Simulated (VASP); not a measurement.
# TiAl (P4/mmm) in VASP: single point with r2SCAN

Aim: the single point of TiAl with r2SCAN.

All numbers are computed with VASP 6.6.1; they aren't measurements. Logs are shortened: lines on timing, memory, paths and dates and some standing lists are left out, and cuts for length are marked.

### Step 1. The cell of the first run

It takes space group P4/mmm (No. 123, tetragonal). The conventional cell has a = 2.811 Å, b = 2.811 Å, c = 4.062 Å, α = 90.00°, β = 90.00°, γ = 90.00°. Ti (site symmetry 4/mmm) has 4 Ti at 2.81 Å and 8 Al at 2.84 Å within 3.7 Å. Within 3.7 Å of Al (site symmetry 4/mmm) lie 4 Al at 2.81 Å and 8 Ti at 2.84 Å.

### Step 2. Single point, r2SCAN

POSCAR

```
TiAl
1.0
    2.8111912567      0.0000000000      0.0000000000
    0.0000000000      2.8111912567      0.0000000000
    0.0000000000      0.0000000000      4.0619090774
Ti Al
1 1
Direct
    0.5000000000      0.5000000000      0.5000000000
    0.0000000000      0.0000000000      0.0000000000
```

INCAR.step1

```
SYSTEM = TiAl
PREC = Accurate
ENCUT = 520
ISMEAR = 0
SIGMA = 0.1
LREAL = .FALSE.
LASPH = .TRUE.
NELM = 60
NBANDS = 14
GGA = PE
ALGO = Normal
EDIFF = 1E-4
LWAVE = .TRUE.
LCHARG = .FALSE.
```

INCAR.step2

```
SYSTEM = TiAl
PREC = Accurate
ENCUT = 520
EDIFF = 1E-7
ISMEAR = 0
SIGMA = 0.1
LREAL = .FALSE.
LASPH = .TRUE.
NELM = 60
ALGO = Normal
ISIF = 2
LWAVE = .FALSE.
LCHARG = .FALSE.
METAGGA = R2SCAN
LMIXTAU = .TRUE.
NBANDS = 14
ISTART = 1
```

KPOINTS

```
regular mesh
0
G
  20 20 14
  0 0 0
```

Potentials or basis: VASP PAW PBE potentials, release 64 (Ti_sv, Al).

Run with:

```bash
$ cat potpaw_PBE.64/Ti_sv/POTCAR potpaw_PBE.64/Al/POTCAR > POTCAR
$ cp INCAR.step1 INCAR
$ mpirun -np 1 vasp_std > vasp.out
$ cp INCAR.step2 INCAR
$ mpirun -np 1 vasp_std > vasp.out
```

OUTCAR:

```text
SYSTEM = TiAl
   PREC = Accurate
   ENCUT = 520
   EDIFF = 1E-7
   ISMEAR = 0
   LREAL = .FALSE.
   LASPH = .TRUE.
   NELM = 60
   ISIF = 2
   METAGGA = R2SCAN
   ISTART = 1

 ion  position               nearest neighbor table
   1  0.500  0.500  0.500-   2 2.84   2 2.84   2 2.84   2 2.84   2 2.84   2 2.84   2 2.84   2 2.84

   2  0.000  0.000  0.000-   1 2.84   1 2.84   1 2.84   1 2.84   1 2.84   1 2.84   1 2.84   1 2.84

  LATTYP: Found a simple tetragonal cell.
 ALAT       =     2.8111912567
 C/A-ratio  =     1.4449066984

  Lattice vectors:

 A1 = (   2.8111912567,   0.0000000000,   0.0000000000)
 A2 = (   0.0000000000,   2.8111912567,   0.0000000000)
 A3 = (   0.0000000000,   0.0000000000,   4.0619090774)

Analysis of symmetry for initial positions (statically):
=====================================================================
 Subroutine PRICEL returns:
 Original cell was already a primitive cell.

 Routine SETGRP: Setting up the symmetry group for a
 simple tetragonal supercell.

 Subroutine GETGRP returns: Found 16 space group operations
 (whereof 16 operations were pure point group operations)
 out of a pool of 16 trial point group operations.

The static configuration has the point symmetry D_4h.

Analysis of symmetry for dynamics (positions and initial velocities):
=====================================================================
 Subroutine PRICEL returns:
 Original cell was already a primitive cell.

 Routine SETGRP: Setting up the symmetry group for a
 simple tetragonal supercell.

 Subroutine GETGRP returns: Found 16 space group operations
 (whereof 16 operations were pure point group operations)
 out of a pool of 16 trial point group operations.

The dynamic configuration has the point symmetry D_4h.

 Subroutine INISYM returns: Found 16 space group operations
 (whereof 16 operations are pure point group operations),
 and found     1 'primitive' translations

----------------------------------------------------------------------------------------

                                     Primitive cell

  volume of cell :      32.1004

  direct lattice vectors                    reciprocal lattice vectors
     2.811191257  0.000000000  0.000000000     0.355721084  0.000000000  0.000000000
     0.000000000  2.811191257  0.000000000     0.000000000  0.355721084  0.000000000
     0.000000000  0.000000000  4.061909077     0.000000000  0.000000000  0.246189656

  length of vectors
     2.811191257  2.811191257  4.061909077     0.355721084  0.355721084  0.246189656

  position of ions in fractional coordinates (direct lattice)
     0.500000000  0.500000000  0.500000000
     0.000000000  0.000000000  0.000000000

  ion indices of the primitive-cell ions
   primitive index   ion index
                 1           1
                 2           2

----------------------------------------------------------------------------------------

 KPOINTS: regular mesh

Automatic generation of k-mesh.
 Grid dimensions read from file:
 generate k-points for:   20   20   14

 Generating k-lattice:

  Cartesian coordinates                     Fractional coordinates (reciprocal lattice)
     0.017786054  0.000000000  0.000000000     0.050000000  0.000000000  0.000000000
     0.000000000  0.017786054  0.000000000     0.000000000  0.050000000  0.000000000
     0.000000000  0.000000000  0.017584975     0.000000000  0.000000000  0.071428571

  Length of vectors
     0.017786054  0.017786054  0.017584975

  Shift w.r.t. Gamma in fractional coordinates (k-lattice)
     0.000000000  0.000000000  0.000000000

 Subroutine IBZKPT returns following result:
 ===========================================

 Found    528 irreducible k-points:

 Following reciprocal coordinates:
            Coordinates               Weight
  0.000000  0.000000  0.000000      1.000000
  0.050000  0.000000  0.000000      4.000000
  0.100000  0.000000  0.000000      4.000000
  0.150000  0.000000  0.000000      4.000000
  0.200000  0.000000  0.000000      4.000000
  0.250000  0.000000  0.000000      4.000000
[... 16 lines left out ...]
  0.150000  0.100000  0.000000      8.000000
  0.200000  0.100000  0.000000      8.000000
 [... further k-points ...]
   k-points           NKPTS =    528   k-points in BZ     NKDIM =    528   number of bands    NBANDS=     14
   number of dos      NEDOS =    301   number of ions     NIONS =      2
   total plane-waves  NPLWV =  17280
   dimension x,y,z NGX =    24 NGY =   24 NGZ =   30
   dimension x,y,z NGXF=    48 NGYF=   48 NGZF=   60
   ions per type =               1   1
   NGX,Y,Z   is equivalent  to a cutoff of  14.19, 14.19, 12.28 a.u.
   NGXF,Y,Z  is equivalent  to a cutoff of  28.39, 28.39, 24.56 a.u.
 SYSTEM =  TiAl
   PREC   = accura    normal or accurate (medium, high low for compatibility)
   ISTART =      1    job   : 0-new  1-cont  2-samecut
   ICHARG =      0    charge: 1-file 2-atom 10-const
   ISPIN  =      1    spin polarized calculation?
   LNONCOLLINEAR =      F non collinear calculations
   LSORBIT =      F    spin-orbit coupling
   LASPH  =      T    aspherical Exc in radial PAW
   ENCUT  =  520.0 eV  38.22 Ry    6.18 a.u.   5.23  5.23  7.55*2*pi/ulx,y,z
   NELM   =     60;   NELMIN=  2; NELMDL=  0     # of ELM steps
   EDIFF  = 0.1E-06   stopping-criterion for ELM
   LREAL  =      F    real-space projection
   EDIFFG = 0.1E-05   stopping-criterion for IOM
   NSW    =      0    number of steps for IOM
   IBRION =     -1    ionic relax: 0-MD 1-quasi-New 2-CG
   NFREE  =      0    steps in history (QN), initial steepest desc. (CG)
   ISIF   =      2    stress and relaxation
   ISYM   =      2    0-nonsym 1-usesym 2-fastsym
   POTIM  = 0.5000    time-step for ionic-motion
   TEBEG  =    0.0;   TEEND  =   0.0 temperature during run
   PSTRESS=    0.0 pullay stress
   NELECT =      15.0000    total number of electrons
   NUPDOWN=      -1.0000    fix difference up-down
   EMIN   =  10.00;   EMAX   =-10.00  energy-range for DOS
   EFERMI =   0.00;   METHOD = LEGACY
   ISMEAR =     0;   SIGMA  =   0.10  broadening in eV -4-tet -1-fermi 0-gaus
   EFERMI_NEDOS =   21; number of points for ismear=-14 and -15
   IALGO  =     38    algorithm
   IMIX   =      4    mixing-type and parameters
     AMIX     =   0.40;   BMIX     =  1.00
     AMIX_MAG =   1.60;   BMIX_MAG =  1.00
  volume/ion in A,a.u.               =      16.05       108.31
  Fermi-wavevector in a.u.,A,eV,Ry     =   1.270384  2.400677 21.958100  1.613875
  Thomas-Fermi vector in A             =   2.403374
   LORBIT       =      0    0 simple, 1 ext, 2 COOP (PROOUT), +10 PAW based schemes
   METAGGA = R2SCAN    functional components
   LHFCALC =     F    Hartree Fock is set to
   AEXX    =    0.0000 exact exchange contribution
   IVDW    =     0    specifies the selected vdW correction
   LEPSILON=     F    determine dielectric tensor
   LRPA    =     F    only Hartree local field effects (RPA)
 non-spin polarized calculation
 Gauss-broadening in eV      SIGMA  =   0.10
  energy-cutoff  :      520.00
  volume of cell :       32.10
 maximum number of plane-waves:       892
 NGX is ok and might be reduce to    24
   NGX = 11   NGY = 11   NGZ = 15

 number of electron      14.9999999 magnetization

 Free energy of the ion-electron system (eV)
  ---------------------------------------------------
  ext. energy  EPLUGINS =         0.00000000
  ---------------------------------------------------
  free energy    TOTEN  =       -20.59599340 eV

  energy without entropy =      -20.58852746  energy(sigma->0) =      -20.59226043

 E-fermi :   8.4415     XC(G=0): -11.8963

 val. band max:        8.4407702096   @ k =   0.3000   0.2000   0.1429
 cond. band min:       8.4430037340   @ k =   0.3500   0.2500   0.0714
 fundamental gap:      0.0022335245
 Fermi energy:         8.4415351949

 k-point     1 :       0.0000    0.0000    0.0000
  band No.  band energies     occupation
      1     -50.5014      2.00000
      2     -25.8757      2.00000
      3     -25.3836      2.00000
      4     -25.3836      2.00000
      5      -1.1954      2.00000
      6       6.4504      2.00000
      7       7.4708      2.00000
      8       7.9236      2.00000
      9      10.8340      0.00000
     10      10.8340      0.00000
     11      12.1833      0.00000
     12      15.0432      0.00000
     13      17.4390      0.00000
     14      17.4390      0.00000

 k-point     2 :       0.0500    0.0000    0.0000
  band No.  band energies     occupation
      1     -50.4998      2.00000
      2     -25.8741      2.00000
      3     -25.3967      2.00000
      4     -25.3825      2.00000
      5      -1.1429      2.00000
      6       6.4934      2.00000
      7       7.4913      2.00000
      8       7.8842      2.00000
      9      10.8429      0.00000
     10      10.8837      0.00000
     11      12.1303      0.00000
     12      15.0413      0.00000
     13      16.4515      0.00000
     14      17.5081      0.00000

 k-point     3 :       0.1000    0.0000    0.0000
  band No.  band energies     occupation
      1     -50.4952      2.00000
      2     -25.8696      2.00000
      3     -25.4349      2.00000
      4     -25.3793      2.00000
      5      -0.9860      2.00000
      6       6.6171      2.00000
      7       7.5451      2.00000
      8       7.7736      2.00000
      9      10.8688      0.00000
     10      11.0279      0.00000
     11      11.9824      0.00000
     12      15.0141      0.00000
     13      15.2258      0.00000
     14      17.7077      0.00000
[... 324 lines left out ...]
 k-point    23 :       0.1500    0.1000    0.0000
  band No.  band energies     occupation
      1     -50.4819      2.00000
      2     -25.8565      2.00000
      3     -25.4893      2.00000
      4     -25.4247      2.00000
      5      -0.5215      2.00000
      6       6.9529      2.00000
      7       7.5803      2.00000
      8       7.7087      2.00000
      9      10.4473      0.00000
     10      11.5076      0.00000
     11      11.8410      0.00000
     12      14.0027      0.00000
     13      15.0631      0.00000
     14      16.3609      0.00000

 k-point    24 :       0.2000    0.1000    0.0000
  band No.  band energies     occupation
      1     -50.4729      2.00000
      2     -25.8477      2.00000
      3     -25.5626      2.00000
      4     -25.4181      2.00000
      5      -0.1664      2.00000
      6       7.1534      2.00000
      7       7.4396      2.00000
      8       7.7426      2.00000
      9      10.4061      0.00000
     10      11.2412      0.00000
     11      12.1915      0.00000
     12      13.0957      0.00000
     13      15.0765      0.00000
     14      16.6035      0.00000

 [... further k-points ...]

------------------------ aborting loop because EDIFF is reached ----------------------------------------

  FORCE on cell =-STRESS in cart. coord.  units (eV):
  Direction    XX          YY          ZZ          XY          YZ          ZX
  --------------------------------------------------------------------------------------
  -------------------------------------------------------------------------------------
  Total        0.0321406      0.0321406      0.0284560      0.0000000      0.0000000      0.0000000
  in kB        1.6041801      1.6041801      1.4202795      0.0000000      0.0000000      0.0000000
  external PRESSURE =       1.5428799 kB  Pullay stress =       0.0000000 kB

 VOLUME and BASIS-vectors are now :
 -----------------------------------------------------------------------------
  energy-cutoff  :      520.00
  volume of cell :       32.10
      direct lattice vectors                 reciprocal lattice vectors
     2.811191257  0.000000000  0.000000000     0.355721084  0.000000000  0.000000000
     0.000000000  2.811191257  0.000000000     0.000000000  0.355721084  0.000000000
     0.000000000  0.000000000  4.061909077     0.000000000  0.000000000  0.246189656

 POSITION                                       TOTAL-FORCE (eV/Angst)
 -----------------------------------------------------------------------------------
      1.40560      1.40560      2.03095         0.000000      0.000000      0.000000
      0.00000      0.00000      0.00000         0.000000      0.000000      0.000000
 -----------------------------------------------------------------------------------
    total drift:                                0.000000      0.000000     -0.000000

  FREE ENERGIE OF THE ION-ELECTRON SYSTEM (eV)
  ---------------------------------------------------
  free  energy   TOTEN  =       -20.5959933964 eV

  energy  without entropy=      -20.5885274600  energy(sigma->0) =      -20.59226043
```

Wall time 5 min (1 thread of Intel Xeon 6975P-C (Granite Rapids), shared host); peak memory 0.35 GiB.

What came out:

```
Free energy            : -20.5960 eV
Pressure               : 0.2 GPa
Band gap on the k mesh : zero (an odd number of electrons rules out a gap without spin polarisation)
```

Levels at points of the mesh, in eV from the Fermi level:
| k point | band 5 | band 6 | band 7 | band 8 | band 9 | band 10 | band 11 | band 12 |
| --- | --- | --- | --- | --- | --- | --- | --- | --- |
| (0.00, 0.00, 0.00) | -9.64 | -1.99 | -0.97 | -0.52 | 2.39 | 2.39 | 3.74 | 6.60 |
| (0.50, 0.00, 0.00) | -4.89 | -4.83 | -1.80 | -0.26 | 2.08 | 2.77 | 4.59 | 5.28 |
| (0.50, 0.50, 0.00) | -3.29 | -0.57 | -0.57 | -0.41 | -0.18 | -0.18 | 4.40 | 5.66 |
| (0.00, 0.00, 0.50) | -8.10 | -5.66 | -0.79 | 0.78 | 2.02 | 2.02 | 3.76 | 8.29 |
| (0.50, 0.00, 0.50) | -5.16 | -3.28 | -1.37 | -1.30 | 1.58 | 2.14 | 2.53 | 4.17 |
| (0.50, 0.50, 0.50) | -2.61 | -2.41 | -2.41 | 2.19 | 2.40 | 2.67 | 4.30 | 4.30 |

Caveat: the PAW data sets were made with another functional, which shifts forces and pressure a little.
